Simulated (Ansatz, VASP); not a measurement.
## Two plane-wave programs on AgBr

The input INCAR:

```
PREC     = Accurate       # precision mode
ENCUT    = 500            # plane-wave cutoff, eV
EDIFF    = 1E-6           # SCF threshold, eV
ISMEAR   = 0              # smearing method
SIGMA    = 0.01           # smearing width, eV
LREAL    = F              # projectors in reciprocal space
LASPH    = T              # aspherical terms in the spheres
NELM     = 120            # most SCF steps
ALGO     = Normal         # electronic algorithm
ISIF     = 2              # what is computed and relaxed
LWAVE    = F              # write WAVECAR
LCHARG   = F              # write CHGCAR
GGA      = PE             # functional
NBANDS   = 26             # bands
GGA_COMPAT= F
```

File KPOINTS:

```
Automatic mesh
0
Gamma
  6 6 4
```

POSCAR

```
AgBr
1.0
    4.2135168619      0.0000000000      0.0430729392
    0.0000000000      4.2128125909      0.0000000000
   -0.0588312474      0.0000000000      5.9538989863
Ag Br
2 2
Direct
    0.7498190468      0.7500000000      0.7499454562
    0.2501809532      0.2500000000      0.2500545438
    0.2497690821      0.2500000000      0.7500045594
    0.7502309179      0.7500000000      0.2499954406
```

Input for Ansatz:

```yaml
crystal:
  lattice:
    - [4.2135168619, 0.0, 0.0430729392]
    - [0.0, 4.2128125909, 0.0]
    - [-0.0588312474, 0.0, 5.9538989863]
  atoms:
    - { symbol: Ag, position: [0.7498190468, 0.75, 0.7499454562] }
    - { symbol: Ag, position: [0.2501809532, 0.25, 0.2500545438] }
    - { symbol: Br, position: [0.2497690821, 0.25, 0.7500045594] }
    - { symbol: Br, position: [0.7502309179, 0.75, 0.2499954406] }
kpoints:
  mp_grid: { grid: [6, 6, 4] }
hamiltonian:
  xc: pbe
scf:
  occupations: { method: fixed }
  n_extra_bands: 5
output:
  forces: true
  stress: true
  eigenvalues: true
```

Alike in both runs: task single point; functional PBE; k mesh 6 × 6 × 4; no spin polarisation.

|  | VASP | Ansatz |
| --- | --- | --- |
| version | VASP 6.6.1 | Ansatz 0.2.0 |
| potentials or method | VASP PAW PBE potentials, release 64 (Ag, Br) | plane waves, PAW |
| plane-wave cutoff (eV) | 500 | 420 |
| occupations | gaussian, width 0.01 eV | fixed |
| valence electrons in the cell | 36 | 52 |

```tsv
	VASP	Ansatz	Ansatz less VASP
gap on the k mesh at the Fermi level (eV)	0.72	0.72	+0.001
pressure (GPa)	-2.0	-1.9	+0.03
```

VASP's potentials hold 36 valence electrons a cell and Ansatz's 52, so a difference there can come from the potentials and not from the codes.
